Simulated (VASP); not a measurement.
# P (Cmce) in VASP: notebook

Runs on P. Level: PBE+D3(BJ). Tasks: single point.

Everything below comes from runs of VASP 6.6.1. Logs are shortened: lines on timing, memory, paths and dates and some standing lists are left out, and cuts for length are marked.

## Step 1: The cell of the first run

It takes space group Cmce (No. 64, orthorhombic). The conventional cell has a = 3.352 Å, b = 9.810 Å, c = 3.775 Å, α = 90.00°, β = 90.00°, γ = 90.00°. P (site symmetry m) has 5 P at 2.23 to 2.85 Å within 2.9 Å.

## Step 2: Single point, PBE+D3(BJ) (15.52 Å³/atom)

The input, INCAR:

```
SYSTEM = P
PREC     = Accurate       ! precision mode
ENCUT    = 520            ! plane-wave cutoff, eV
EDIFF    = 1E-6           ! SCF threshold, eV
ISMEAR   = 0              ! smearing method
SIGMA    = 0.1            ! smearing width, eV
LREAL    = .False.        ! projectors in reciprocal space
LASPH    = .True.         ! aspherical terms in the spheres
NELM     = 60             ! most SCF steps
ALGO     = Normal         ! electronic algorithm
ISIF     = 2              ! what is computed and relaxed
LWAVE    = .False.        ! write WAVECAR
LCHARG   = .False.        ! write CHGCAR
GGA      = PE             ! functional
IVDW     = 12             ! dispersion correction
NBANDS   = 18             ! bands
```

The input, KPOINTS:

```
regular mesh
0
Gamma
  14 14 10
  0 0 0
```

The input, POSCAR:

```
P
1.0
    1.6761516786     -4.9051320552      0.0000000000
    1.6761516786      4.9051320552      0.0000000000
    0.0000000000      0.0000000000      3.7751392251
P
4
Direct
    0.8879625898      0.1120374102      0.0550870603
    0.6120374102      0.3879625898      0.5550870603
    0.1120374102      0.8879625898      0.9449129397
    0.3879625898      0.6120374102      0.4449129397
```

Potentials or basis: VASP PAW PBE potentials, release 64 (P).

Command:

```bash
$ cat potpaw_PBE.64/P/POTCAR > POTCAR
$ mpirun -np 1 vasp_std > vasp.out
```

OUTCAR:

```text
SYSTEM = P
   PREC = Accurate
   ENCUT = 520
   EDIFF = 1E-6
   ISMEAR = 0
   LREAL = .False.
   LASPH = .True.
   NELM = 60
   ISIF = 2
   GGA = PE
   IVDW = 12
 IVDW          = 12

 ion  position               nearest neighbor table
   1  0.888  0.112  0.055-   4 2.23   4 2.23   3 2.24   4 2.85   4 2.85
   2  0.612  0.388  0.555-   3 2.23   3 2.23   4 2.24   3 2.85   3 2.85
   3  0.112  0.888  0.945-   2 2.23   2 2.23   1 2.24   2 2.85   2 2.85
   4  0.388  0.612  0.445-   1 2.23   1 2.23   2 2.24   1 2.85   1 2.85

  LATTYP: Found a base centered orthorhombic cell.
 ALAT       =     3.3523033572
 B/A-ratio  =     2.9264249279
 C/A-ratio  =     1.1261329369

  Lattice vectors:

 A1 = (   1.6761516786,  -4.9051320552,   0.0000000000)
 A2 = (   1.6761516786,   4.9051320552,   0.0000000000)
 A3 = (   0.0000000000,   0.0000000000,   3.7751392251)

Analysis of symmetry for initial positions (statically):
=====================================================================
 Subroutine PRICEL returns:
 Original cell was already a primitive cell.

 Routine SETGRP: Setting up the symmetry group for a
 base centered orthorhombic supercell.

 Subroutine GETGRP returns: Found  8 space group operations
 (whereof  4 operations were pure point group operations)
 out of a pool of  8 trial point group operations.

The static configuration has the point symmetry C_2h.
 The point group associated with its full space group is D_2h.

Analysis of symmetry for dynamics (positions and initial velocities):
=====================================================================
 Subroutine PRICEL returns:
 Original cell was already a primitive cell.

 Routine SETGRP: Setting up the symmetry group for a
 base centered orthorhombic supercell.

 Subroutine GETGRP returns: Found  8 space group operations
 (whereof  4 operations were pure point group operations)
 out of a pool of  8 trial point group operations.

The dynamic configuration has the point symmetry C_2h.
 The point group associated with its full space group is D_2h.

 Subroutine INISYM returns: Found  8 space group operations
 (whereof  4 operations are pure point group operations),
 and found     1 'primitive' translations

----------------------------------------------------------------------------------------

                                     Primitive cell

  volume of cell :      62.0765

  direct lattice vectors                    reciprocal lattice vectors
     1.676151679 -4.905132055  0.000000000     0.298302359 -0.101934055  0.000000000
     1.676151679  4.905132055  0.000000000     0.298302359  0.101934055  0.000000000
     0.000000000  0.000000000  3.775139225     0.000000000  0.000000000  0.264890893

  length of vectors
     5.183609257  5.183609257  3.775139225     0.315237766  0.315237766  0.264890893

  position of ions in fractional coordinates (direct lattice)
     0.887962590  0.112037410  0.055087060
     0.612037410  0.387962590  0.555087060
     0.112037410  0.887962590  0.944912940
     0.387962590  0.612037410  0.444912940

  ion indices of the primitive-cell ions
   primitive index   ion index
                 1           1
                 2           2
                 3           3
                 4           4

----------------------------------------------------------------------------------------

 KPOINTS: regular mesh

Automatic generation of k-mesh.
 Grid dimensions read from file:
 generate k-points for:   14   14   10

 Generating k-lattice:

  Cartesian coordinates                     Fractional coordinates (reciprocal lattice)
     0.021307311 -0.007281004  0.000000000     0.071428571  0.000000000  0.000000000
     0.021307311  0.007281004  0.000000000     0.000000000  0.071428571  0.000000000
     0.000000000  0.000000000  0.026489089     0.000000000  0.000000000  0.100000000

  Length of vectors
     0.022516983  0.022516983  0.026489089

  Shift w.r.t. Gamma in fractional coordinates (k-lattice)
     0.000000000  0.000000000  0.000000000

 Subroutine IBZKPT returns following result:
 ===========================================

 Found    342 irreducible k-points:

 Following reciprocal coordinates:
            Coordinates               Weight
  0.000000  0.000000  0.000000      1.000000
  0.071429  0.000000  0.000000      4.000000
  0.142857  0.000000  0.000000      4.000000
  0.214286  0.000000  0.000000      4.000000
  0.285714  0.000000  0.000000      4.000000
  0.357143  0.000000  0.000000      4.000000
[... 16 lines left out ...]
  0.214286  0.142857  0.000000      4.000000
  0.285714  0.142857  0.000000      4.000000
 [... further k-points ...]
   k-points           NKPTS =    342   k-points in BZ     NKDIM =    342   number of bands    NBANDS=     18
   number of dos      NEDOS =    301   number of ions     NIONS =      4
   total plane-waves  NPLWV =  44800
   dimension x,y,z NGX =    40 NGY =   40 NGZ =   28
   dimension x,y,z NGXF=    80 NGYF=   80 NGZF=   56
   ions per type =               4
   NGX,Y,Z   is equivalent  to a cutoff of  12.83, 12.83, 12.33 a.u.
   NGXF,Y,Z  is equivalent  to a cutoff of  25.66, 25.66, 24.66 a.u.
 SYSTEM =  P
   PREC   = accura    normal or accurate (medium, high low for compatibility)
   ISTART =      0    job   : 0-new  1-cont  2-samecut
   ICHARG =      2    charge: 1-file 2-atom 10-const
   ISPIN  =      1    spin polarized calculation?
   LNONCOLLINEAR =      F non collinear calculations
   LSORBIT =      F    spin-orbit coupling
   LASPH  =      T    aspherical Exc in radial PAW
   ENCUT  =  520.0 eV  38.22 Ry    6.18 a.u.   9.64  9.64  7.02*2*pi/ulx,y,z
   NELM   =     60;   NELMIN=  2; NELMDL= -5     # of ELM steps
   EDIFF  = 0.1E-05   stopping-criterion for ELM
   LREAL  =      F    real-space projection
   EDIFFG = 0.1E-04   stopping-criterion for IOM
   NSW    =      0    number of steps for IOM
   IBRION =     -1    ionic relax: 0-MD 1-quasi-New 2-CG
   NFREE  =      0    steps in history (QN), initial steepest desc. (CG)
   ISIF   =      2    stress and relaxation
   ISYM   =      2    0-nonsym 1-usesym 2-fastsym
   POTIM  = 0.5000    time-step for ionic-motion
   TEBEG  =    0.0;   TEEND  =   0.0 temperature during run
   PSTRESS=    0.0 pullay stress
   NELECT =      20.0000    total number of electrons
   NUPDOWN=      -1.0000    fix difference up-down
   EMIN   =  10.00;   EMAX   =-10.00  energy-range for DOS
   EFERMI =   0.00;   METHOD = LEGACY
   ISMEAR =     0;   SIGMA  =   0.10  broadening in eV -4-tet -1-fermi 0-gaus
   EFERMI_NEDOS =   21; number of points for ismear=-14 and -15
   IALGO  =     38    algorithm
   IMIX   =      4    mixing-type and parameters
     AMIX     =   0.40;   BMIX     =  1.00
     AMIX_MAG =   1.60;   BMIX_MAG =  1.00
  volume/ion in A,a.u.               =      15.52       104.73
  Fermi-wavevector in a.u.,A,eV,Ry     =   1.122301  2.120840 17.137333  1.259558
  Thomas-Fermi vector in A             =   2.258960
   LORBIT       =      0    0 simple, 1 ext, 2 COOP (PROOUT), +10 PAW based schemes
   GGA     = PE    functional components
   LHFCALC =     F    Hartree Fock is set to
   AEXX    =    0.0000 exact exchange contribution
   IVDW    =    12    specifies the selected vdW correction
   LEPSILON=     F    determine dielectric tensor
   LRPA    =     F    only Hartree local field effects (RPA)
 non-spin polarized calculation
 Gauss-broadening in eV      SIGMA  =   0.10
  energy-cutoff  :      520.00
  volume of cell :       62.08
 maximum number of plane-waves:      1690
   NGX = 19   NGY = 19   NGZ = 15

 number of electron      19.9999998 magnetization

 Free energy of the ion-electron system (eV)
  ---------------------------------------------------
  ext. energy  EPLUGINS =         0.00000000
  ---------------------------------------------------
  free energy    TOTEN  =       -21.04794573 eV

  energy without entropy =      -21.04519864  energy(sigma->0) =      -21.04657219

 E-fermi :   8.9240     XC(G=0): -10.9343

 val. band max:        8.9174764806   @ k =   0.5000   0.5000   0.4000
 cond. band min:       8.9253805559   @ k =   0.4286   0.2143   0.0000
 fundamental gap:      0.0079040753
 Fermi energy:         8.9240324889

 k-point     1 :       0.0000    0.0000    0.0000
  band No.  band energies     occupation
      1      -7.6451      2.00000
      2      -3.5992      2.00000
      3       0.5872      2.00000
      4       0.8556      2.00000
      5       3.4337      2.00000
      6       4.4203      2.00000
[... 10 lines left out ...]
     17      15.6579      0.00000
     18      16.2046      0.00000

 k-point     2 :       0.0714    0.0000    0.0000
  band No.  band energies     occupation
      1      -7.5786      2.00000
      2      -3.5609      2.00000
      3       0.4448      2.00000
      4       0.9419      2.00000
      5       3.5003      2.00000
      6       4.2310      2.00000
[... 10 lines left out ...]
     17      15.2974      0.00000
     18      15.7009      0.00000

 k-point     3 :       0.1429    0.0000    0.0000
  band No.  band energies     occupation
      1      -7.3796      2.00000
      2      -3.4438      2.00000
      3      -0.0026      2.00000
      4       1.1970      2.00000
      5       3.2776      2.00000
      6       3.6987      2.00000
[... 10 lines left out ...]
     17      14.0580      0.00000
     18      15.6784      0.00000

 k-point     4 :       0.2143    0.0000    0.0000
  band No.  band energies     occupation
      1      -7.0495      2.00000
      2      -3.2422      2.00000
      3      -0.7392      2.00000
      4       1.6103      2.00000
      5       2.1354      2.00000
      6       3.9833      2.00000
[... 375 lines left out ...]
      4       0.8633      2.00000
      5       1.7408      2.00000
      6       4.0976      2.00000
[... 10 lines left out ...]
     17      15.0042      0.00000
     18      15.8311      0.00000

 k-point    23 :       0.2143    0.1429    0.0000
  band No.  band energies     occupation
      1      -6.1252      2.00000
      2      -2.4929      2.00000
      3      -2.1046      2.00000
      4      -0.2277      2.00000
      5       2.2459      2.00000
      6       4.3932      2.00000
[... 10 lines left out ...]
     17      15.5429      0.00000
     18      16.9761      0.00000

 k-point    24 :       0.2857    0.1429    0.0000
  band No.  band energies     occupation
      1      -5.4571      2.00000
      2      -3.4068      2.00000
      3      -1.5137      2.00000
      4      -1.1863      2.00000
      5       2.8765      2.00000
      6       4.7216      2.00000
[... 10 lines left out ...]
     17      15.6610      0.00000
     18      16.9597      0.00000

 [... further k-points ...]

------------------------ aborting loop because EDIFF is reached ----------------------------------------

 Edisp (eV)   -1.81467

 E8    (eV) :    -0.6854

  FORCE on cell =-STRESS in cart. coord.  units (eV):
  Direction    XX          YY          ZZ          XY          YZ          ZX
  --------------------------------------------------------------------------------------
  -------------------------------------------------------------------------------------
  Total       1.51511     1.47389     1.53074     0.00000    -0.00000     0.00000
  in kB      39.10470    38.04062    39.50802     0.00000    -0.00000     0.00000
  external pressure =       38.88 kB  Pullay stress =        0.00 kB

 VOLUME and BASIS-vectors are now :
 -----------------------------------------------------------------------------
  energy-cutoff  :      520.00
  volume of cell :       62.08
      direct lattice vectors                 reciprocal lattice vectors
     1.676151679 -4.905132055  0.000000000     0.298302359 -0.101934055  0.000000000
     1.676151679  4.905132055  0.000000000     0.298302359  0.101934055  0.000000000
     0.000000000  0.000000000  3.775139225     0.000000000  0.000000000  0.264890893

 POSITION                                       TOTAL-FORCE (eV/Angst)
 -----------------------------------------------------------------------------------
      1.67615     -3.80602      0.20796         0.000000     -0.047789      0.047158
      1.67615     -1.09912      2.09553         0.000000      0.047789      0.047158
      1.67615      3.80602      3.56718         0.000000      0.047789     -0.047158
      1.67615      1.09912      1.67961         0.000000     -0.047789     -0.047158
 -----------------------------------------------------------------------------------
    total drift:                                0.000000     -0.000000     -0.000000

  FREE ENERGIE OF THE ION-ELECTRON SYSTEM (eV)
  ---------------------------------------------------
  free  energy   TOTEN  =       -22.8626144054 eV

  energy  without entropy=      -22.8598673059  energy(sigma->0) =      -22.86124086
```

Run time: 2.9 min. Hardware: 1 thread of Intel Xeon 6975P-C (Granite Rapids), shared host; peak memory 0.39 GiB.

Results:

```
Free energy                : -22.8626 eV
Pressure                   : 3.9 GPa
Largest force              : 0.067 eV/Å
Band gap on the k mesh     : zero (bands 10 and 11 overlap by 0.88 eV)
Dispersion energy per atom : -0.454 eV
```

Forces on the atoms (eV/Å):
```
P    0.000 -0.048  0.047
P    0.000  0.048  0.047
P    0.000  0.048 -0.047
P    0.000 -0.048 -0.047
```

Stress tensor (GPa, compression positive):
```
3.91 0.00 0.00
0.00 3.80 0.00
0.00 0.00 3.95
```

Caveat: the cell stands under pressure.

(Continued in part 2 of 2.)

The gap in the log of VASP goes by the Fermi energy; the results here count the filled bands.